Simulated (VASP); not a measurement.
# Al3GaN4 (P-42m) in VASP: notebook

Al3GaN4 is run at these levels: PBEsol; tasks: single point.

All numbers are computed with VASP 6.6.1; they aren't measurements. Logs are shortened: lines on timing, memory, paths and dates and some standing lists are left out, and cuts for length are marked.

## Step 1: The cell of the first run

Symmetry: P-42m, No. 111, tetragonal system. Conventional cell: a = 4.725 Å, b = 4.725 Å, c = 4.447 Å, α = 90.00°, β = 90.00°, γ = 90.00°. Within 2.6 Å of Al (site symmetry -42m) lie 4 N at 1.99 Å. Al (site symmetry 222) has 4 N at 1.99 Å within 2.6 Å. Ga (site symmetry -42m) has 4 N at 2.05 Å within 2.7 Å. N (site symmetry m) has 3 Al at 1.99 Å and 1 Ga at 2.05 Å within 2.6 Å.

## Step 2: Single point, PBEsol (volume 12.412 Å^3 an atom, c/a of the conventional cell 0.9411)

INCAR reads:

```
ALGO     = Normal         # electronic algorithm
EDIFF    = 1E-6           # SCF threshold, eV
ENCUT    = 520            # plane-wave cutoff, eV
GGA      = PS             # functional
ISIF     = 2              # what is computed and relaxed
ISMEAR   = 0              # smearing method
LASPH    = True           # aspherical terms in the spheres
LCHARG   = False          # write CHGCAR
LREAL    = False          # projectors in reciprocal space
LWAVE    = False          # write WAVECAR
NBANDS   = 31             # bands
NELM     = 80             # most SCF steps
PREC     = Accurate       # precision mode
SIGMA    = 0.05           # smearing width, eV
```

KPOINTS reads:

```
k-points
0
Gamma
  6 6 6
```

POSCAR reads:

```
Al3GaN4
1.0
    4.7253283683      0.0000000000      0.0000000000
    0.0000000000      4.7253283683      0.0000000000
    0.0000000000      0.0000000000      4.4470065274
Al Ga N
3 1 4
Direct
    0.5000000000      0.5000000000      0.0000000000
    0.5000000000      0.0000000000      0.5000000000
    0.0000000000      0.5000000000      0.5000000000
    0.0000000000      0.0000000000      0.0000000000
    0.7447140287      0.7447140287      0.2552859713
    0.7447140287      0.2552859713      0.7447140287
    0.2552859713      0.7447140287      0.7447140287
    0.2552859713      0.2552859713      0.2552859713
```

Potentials or basis: VASP PAW PBE potentials, release 64 (Al, Ga_d, N).

Command:

```
$ cat potpaw_PBE.64/Al/POTCAR potpaw_PBE.64/Ga_d/POTCAR potpaw_PBE.64/N/POTCAR > POTCAR
$ mpirun -np 1 vasp_std > vasp.out
```

OUTCAR:

```text
EDIFF = 1E-6
   ENCUT = 520
   GGA = PS
   ISIF = 2
   ISMEAR = 0
   LASPH = True
   LREAL = False
   NELM = 80
   PREC = Accurate

 ion  position               nearest neighbor table
   1  0.500  0.500  0.000-   5 1.99   6 1.99   7 1.99   8 1.99   2 3.24   3 3.24   2 3.24   3 3.24
                             2 3.24   2 3.24   3 3.24   3 3.24
   2  0.500  0.000  0.500-   5 1.99   6 1.99   7 1.99   8 1.99   1 3.24   1 3.24   1 3.24   1 3.24
                             3 3.34   3 3.34   3 3.34   3 3.34
   3  0.000  0.500  0.500-   5 1.99   6 1.99   7 1.99   8 1.99   1 3.24   1 3.24   1 3.24   1 3.24
                             2 3.34   2 3.34   2 3.34   2 3.34
   4  0.000  0.000  0.000-   5 2.05   6 2.05   7 2.05   8 2.05
   5  0.745  0.745  0.255-   1 1.99   2 1.99   3 1.99   4 2.05
   6  0.745  0.255  0.745-   1 1.99   2 1.99   3 1.99   4 2.05
   7  0.255  0.745  0.745-   1 1.99   2 1.99   3 1.99   4 2.05
   8  0.255  0.255  0.255-   1 1.99   2 1.99   3 1.99   4 2.05

  LATTYP: Found a simple tetragonal cell.
 ALAT       =     4.7253283683
 C/A-ratio  =     0.9411000000

  Lattice vectors:

 A1 = (   4.7253283683,   0.0000000000,   0.0000000000)
 A2 = (   0.0000000000,   4.7253283683,   0.0000000000)
 A3 = (   0.0000000000,   0.0000000000,   4.4470065274)

Analysis of symmetry for initial positions (statically):
=====================================================================
 Subroutine PRICEL returns:
 Original cell was already a primitive cell.

 Routine SETGRP: Setting up the symmetry group for a
 simple tetragonal supercell.

 Subroutine GETGRP returns: Found  8 space group operations
 (whereof  8 operations were pure point group operations)
 out of a pool of 16 trial point group operations.

The static configuration has the point symmetry D_2d.

Analysis of symmetry for dynamics (positions and initial velocities):
=====================================================================
 Subroutine PRICEL returns:
 Original cell was already a primitive cell.

 Routine SETGRP: Setting up the symmetry group for a
 simple tetragonal supercell.

 Subroutine GETGRP returns: Found  8 space group operations
 (whereof  8 operations were pure point group operations)
 out of a pool of 16 trial point group operations.

The dynamic configuration has the point symmetry D_2d.

 Subroutine INISYM returns: Found  8 space group operations
 (whereof  8 operations are pure point group operations),
 and found     1 'primitive' translations

----------------------------------------------------------------------------------------

                                     Primitive cell

  volume of cell :      99.2960

  direct lattice vectors                    reciprocal lattice vectors
     4.725328368  0.000000000  0.000000000     0.211625505  0.000000000  0.000000000
     0.000000000  4.725328368  0.000000000     0.000000000  0.211625505  0.000000000
     0.000000000  0.000000000  4.447006527     0.000000000  0.000000000  0.224870369

  length of vectors
     4.725328368  4.725328368  4.447006527     0.211625505  0.211625505  0.224870369

  position of ions in fractional coordinates (direct lattice)
     0.500000000  0.500000000  0.000000000
     0.500000000  0.000000000  0.500000000
     0.000000000  0.500000000  0.500000000
     0.000000000  0.000000000  0.000000000
     0.744714029  0.744714029  0.255285971
     0.744714029  0.255285971  0.744714029
     0.255285971  0.744714029  0.744714029
     0.255285971  0.255285971  0.255285971

  ion indices of the primitive-cell ions
   primitive index   ion index
                 1           1
                 2           2
                 3           3
                 4           4
                 5           5
                 6           6
                 7           7
                 8           8

----------------------------------------------------------------------------------------

 KPOINTS: k-points

Automatic generation of k-mesh.
 Grid dimensions read from file:
 generate k-points for:    6    6    6

 Generating k-lattice:

  Cartesian coordinates                     Fractional coordinates (reciprocal lattice)
     0.035270917  0.000000000  0.000000000     0.166666667  0.000000000  0.000000000
     0.000000000  0.035270917  0.000000000     0.000000000  0.166666667  0.000000000
     0.000000000  0.000000000  0.037478395     0.000000000  0.000000000  0.166666667

  Length of vectors
     0.035270917  0.035270917  0.037478395

  Shift w.r.t. Gamma in fractional coordinates (k-lattice)
     0.000000000  0.000000000  0.000000000

 Subroutine IBZKPT returns following result:
 ===========================================

 Found     40 irreducible k-points:

 Following reciprocal coordinates:
            Coordinates               Weight
  0.000000  0.000000  0.000000      1.000000
  0.166667  0.000000  0.000000      4.000000
  0.333333  0.000000  0.000000      4.000000
  0.500000  0.000000  0.000000      2.000000
  0.166667  0.166667  0.000000      4.000000
  0.333333  0.166667  0.000000      8.000000
[... 16 lines left out ...]
  0.333333  0.000000  0.333333      8.000000
  0.500000  0.000000  0.333333      4.000000
 [... further k-points ...]
   k-points           NKPTS =     40   k-points in BZ     NKDIM =     40   number of bands    NBANDS=     31
   number of dos      NEDOS =    301   number of ions     NIONS =      8
   total plane-waves  NPLWV =  46656
   dimension x,y,z NGX =    36 NGY =   36 NGZ =   36
   dimension x,y,z NGXF=    72 NGYF=   72 NGZF=   72
   ions per type =               3   1   4
   NGX,Y,Z   is equivalent  to a cutoff of  12.67, 12.67, 13.46 a.u.
   NGXF,Y,Z  is equivalent  to a cutoff of  25.33, 25.33, 26.92 a.u.
 SYSTEM =  unknown system
   PREC   = accura    normal or accurate (medium, high low for compatibility)
   ISTART =      0    job   : 0-new  1-cont  2-samecut
   ICHARG =      2    charge: 1-file 2-atom 10-const
   ISPIN  =      1    spin polarized calculation?
   LNONCOLLINEAR =      F non collinear calculations
   LSORBIT =      F    spin-orbit coupling
   LASPH  =      T    aspherical Exc in radial PAW
   ENCUT  =  520.0 eV  38.22 Ry    6.18 a.u.   8.79  8.79  8.27*2*pi/ulx,y,z
   NELM   =     80;   NELMIN=  2; NELMDL= -5     # of ELM steps
   EDIFF  = 0.1E-05   stopping-criterion for ELM
   LREAL  =      F    real-space projection
   EDIFFG = 0.1E-04   stopping-criterion for IOM
   NSW    =      0    number of steps for IOM
   IBRION =     -1    ionic relax: 0-MD 1-quasi-New 2-CG
   NFREE  =      0    steps in history (QN), initial steepest desc. (CG)
   ISIF   =      2    stress and relaxation
   ISYM   =      2    0-nonsym 1-usesym 2-fastsym
   POTIM  = 0.5000    time-step for ionic-motion
   TEBEG  =    0.0;   TEEND  =   0.0 temperature during run
   PSTRESS=    0.0 pullay stress
   NELECT =      42.0000    total number of electrons
   NUPDOWN=      -1.0000    fix difference up-down
   EMIN   =  10.00;   EMAX   =-10.00  energy-range for DOS
   EFERMI =   0.00;   METHOD = LEGACY
   ISMEAR =     0;   SIGMA  =   0.05  broadening in eV -4-tet -1-fermi 0-gaus
   EFERMI_NEDOS =   21; number of points for ismear=-14 and -15
   IALGO  =     38    algorithm
   IMIX   =      4    mixing-type and parameters
     AMIX     =   0.40;   BMIX     =  1.00
     AMIX_MAG =   1.60;   BMIX_MAG =  1.00
  volume/ion in A,a.u.               =      12.41        83.76
  Fermi-wavevector in a.u.,A,eV,Ry     =   1.228893  2.322271 20.547213  1.510178
  Thomas-Fermi vector in A             =   2.363801
   LORBIT       =      0    0 simple, 1 ext, 2 COOP (PROOUT), +10 PAW based schemes
   GGA     = PS    functional components
   LHFCALC =     F    Hartree Fock is set to
   AEXX    =    0.0000 exact exchange contribution
   IVDW    =     0    specifies the selected vdW correction
   LEPSILON=     F    determine dielectric tensor
   LRPA    =     F    only Hartree local field effects (RPA)
 non-spin polarized calculation
 Gauss-broadening in eV      SIGMA  =   0.05
  energy-cutoff  :      520.00
  volume of cell :       99.30
 maximum number of plane-waves:      2704
 NGX is ok and might be reduce to    36
   NGX = 17   NGY = 17   NGZ = 17

 number of electron      41.9999985 magnetization

 Free energy of the ion-electron system (eV)
  ---------------------------------------------------
  ext. energy  EPLUGINS =         0.00000000
  ---------------------------------------------------
  free energy    TOTEN  =       -58.80536144 eV

  energy without entropy =      -58.80536144  energy(sigma->0) =      -58.80536144

 E-fermi :   4.6706     XC(G=0): -10.6611

 val. band max:        4.4314322796   @ k =   0.0000   0.0000   0.0000
 cond. band min:       6.5524559357   @ k =   0.0000   0.0000   0.0000
 fundamental gap:      2.1210236560
 Fermi energy:         4.6705713470

 k-point     1 :       0.0000    0.0000    0.0000
  band No.  band energies     occupation
      1      -9.9829      2.00000
      2      -8.9617      2.00000
      3      -8.9617      2.00000
      4      -8.9484      2.00000
      5      -8.5257      2.00000
      6      -8.4997      2.00000
[... 23 lines left out ...]
     30      14.9004      0.00000
     31      14.9004      0.00000

 k-point     2 :       0.1667    0.0000    0.0000
  band No.  band energies     occupation
      1      -9.8856      2.00000
      2      -8.9710      2.00000
      3      -8.9684      2.00000
      4      -8.9508      2.00000
      5      -8.5250      2.00000
      6      -8.4978      2.00000
[... 23 lines left out ...]
     30      14.8316      0.00000
     31      15.2213      0.00000

 k-point     3 :       0.3333    0.0000    0.0000
  band No.  band energies     occupation
      1      -9.6273      2.00000
      2      -9.0151      2.00000
      3      -8.9805      2.00000
      4      -8.9567      2.00000
      5      -8.5237      2.00000
      6      -8.4920      2.00000
[... 23 lines left out ...]
     30      14.4812      0.00000
     31      14.7713      0.00000

 k-point     4 :       0.5000    0.0000    0.0000
  band No.  band energies     occupation
      1      -9.4072      2.00000
      2      -9.0981      2.00000
      3      -8.9861      2.00000
      4      -8.9598      2.00000
      5      -8.5229      2.00000
      6      -8.4840      2.00000
[... 23 lines left out ...]
     30      13.9779      0.00000
     31      14.0226      0.00000

 k-point     5 :       0.1667    0.1667    0.0000
  band No.  band energies     occupation
      1      -9.7945      2.00000
      2      -8.9961      2.00000
      3      -8.9753      2.00000
      4      -8.9303      2.00000
      5      -8.5243      2.00000
      6      -8.4961      2.00000
[... 23 lines left out ...]
     30      14.7222      0.00000
     31      14.7435      0.00000
[... 542 lines left out ...]
     30      14.9768      0.00000
     31      15.0726      0.00000

 k-point    22 :       0.1667    0.0000    0.3333
  band No.  band energies     occupation
      1      -9.5273      2.00000
      2      -9.0323      2.00000
      3      -8.9975      2.00000
      4      -8.8919      2.00000
      5      -8.5053      2.00000
      6      -8.4955      2.00000
[... 23 lines left out ...]
     30      14.2861      0.00000
     31      14.6584      0.00000

 k-point    23 :       0.3333    0.0000    0.3333
  band No.  band energies     occupation
      1      -9.3751      2.00000
      2      -9.0790      2.00000
      3      -9.0326      2.00000
      4      -8.7602      2.00000
      5      -8.5023      2.00000
      6      -8.4877      2.00000
[... 23 lines left out ...]
     30      13.3653      0.00000
     31      13.6608      0.00000

 k-point    24 :       0.5000    0.0000    0.3333
  band No.  band energies     occupation
      1      -9.2685      2.00000
      2      -9.1285      2.00000
      3      -9.0465      2.00000
      4      -8.6606      2.00000
      5      -8.5002      2.00000
      6      -8.4685      2.00000
[... 23 lines left out ...]
     30      13.3542      0.00000
     31      13.7312      0.00000

 [... further k-points ...]
[... 5 lines left out ...]
  --------------------------------------------------------------------------------------
  -------------------------------------------------------------------------------------
  Total      -15.1025655    -15.1025655    -10.6505035      0.0000000      0.0000000      0.0000000
  in kB     -243.6854264   -243.6854264   -171.8497752      0.0000000      0.0000000      0.0000000
  external PRESSURE =    -219.7402093 kB  Pullay stress =       0.0000000 kB

 VOLUME and BASIS-vectors are now :
 -----------------------------------------------------------------------------
  energy-cutoff  :      520.00
  volume of cell :       99.30
      direct lattice vectors                 reciprocal lattice vectors
     4.725328368  0.000000000  0.000000000     0.211625505  0.000000000  0.000000000
     0.000000000  4.725328368  0.000000000     0.000000000  0.211625505  0.000000000
     0.000000000  0.000000000  4.447006527     0.000000000  0.000000000  0.224870369

 POSITION                                       TOTAL-FORCE (eV/Angst)
 -----------------------------------------------------------------------------------
      2.36266      2.36266      0.00000         0.000000      0.000000      0.000000
      2.36266      0.00000      2.22350         0.000000      0.000000     -0.000000
      0.00000      2.36266      2.22350         0.000000      0.000000      0.000000
      0.00000      0.00000      0.00000         0.000000      0.000000      0.000000
      3.51902      3.51902      1.13526         0.008808      0.008808      0.046173
      3.51902      1.20631      3.31175         0.008808     -0.008808     -0.046173
      1.20631      3.51902      3.31175        -0.008808      0.008808     -0.046173
      1.20631      1.20631      1.13526        -0.008808     -0.008808      0.046173
 -----------------------------------------------------------------------------------
    total drift:                               -0.000000     -0.000000      0.000000

  FREE ENERGIE OF THE ION-ELECTRON SYSTEM (eV)
  ---------------------------------------------------
  free  energy   TOTEN  =       -58.8053614439 eV

  energy  without entropy=      -58.8053614439  energy(sigma->0) =      -58.80536144
```

It took 64 s on 1 thread of Intel Xeon Platinum 8375C at 2.90GHz (Ice Lake), shared host; peak memory 0.26 GiB.

Results:

```
Free energy            : -58.8054 eV
Pressure               : -22.0 GPa
Largest force          : 0.048 eV/Å
Band gap on the k mesh : 2.12 eV, direct
```

Forces in eV/Å, atoms in the order of the input:
```
Al   0.000  0.000  0.000
Al   0.000  0.000  0.000
Al   0.000  0.000  0.000
Ga   0.000  0.000  0.000
N    0.009  0.009  0.046
N    0.009 -0.009 -0.046
N   -0.009  0.009 -0.046
N   -0.009 -0.009  0.046
```

Levels at points of the mesh, in eV from the valence-band top:
```csv
k point,band 17,band 18,band 19,band 20,band 21,band 22,band 23,band 24,band 25,band 26
"(0.00, 0.00, 0.00)",-1.75,-1.75,-0.22,-0.22,0.00,2.12,2.92,3.15,3.15,5.71
"(0.50, 0.00, 0.00)",-2.68,-1.16,-1.07,-0.94,-0.86,4.59,4.61,5.38,5.41,7.03
"(0.50, 0.50, 0.00)",-2.25,-1.13,-0.88,-0.88,-0.88,5.66,6.60,6.60,6.77,6.87
"(0.00, 0.00, 0.50)",-2.60,-1.39,-1.39,-1.19,-1.19,4.80,4.82,5.88,5.88,6.84
"(0.50, 0.00, 0.50)",-2.59,-0.79,-0.58,-0.58,-0.50,5.81,6.70,6.74,7.08,7.25
"(0.50, 0.50, 0.50)",-0.84,-0.53,-0.51,-0.51,-0.28,4.02,5.46,5.46,5.47,8.37
```

Caveat: the PAW data sets were made with another functional, which shifts forces and pressure a little.

[end of part 1 of 2]
